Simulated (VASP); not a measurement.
Input of a VASP 6.6.1 run:

The input INCAR:

```
PREC = Accurate
ENCUT = 600
EDIFF = 1E-6
ISMEAR = 0
SIGMA = 0.2
LREAL = False
LASPH = True
NELM = 120
ALGO = Normal
ISIF = 2
LWAVE = False
LCHARG = True
GGA = PE
LELF = True
LVHAR = True
NBANDS = 12
GGA_COMPAT = False
```

The input KPOINTS:

```
regular mesh
0
Gamma
  8 8 8
```

File POSCAR:

```
BF
1.0
    2.2479149131      0.0000000022      0.0000000000
   -1.1239574585      1.9467514192      0.0000000000
    0.0000000000      0.0000000000      3.2048413804
B F
1 1
Direct
    0.0000000000      0.0000000000      0.0000000000
    0.0000000000      0.0000000000      0.5000000000
```

Potentials or basis: VASP PAW PBE potentials, release 64 (B, F).

Launch:

```bash
$ cat potpaw_PBE.64/B/POTCAR potpaw_PBE.64/F/POTCAR > POTCAR
$ mpirun -np 1 vasp_std > vasp.out
```

Question: What does it give for the band gap on the k mesh?

Answer: 0.24 eV, indirect (least direct gap 1.40 eV).

Question: Estimate the pressure.

Answer: -0.1 GPa.

Stress tensor (GPa, compression positive):
```
-0.54  0.00  0.00
 0.00 -0.54  0.00
 0.00  0.00  0.67
```

A k mesh can miss the band edges.
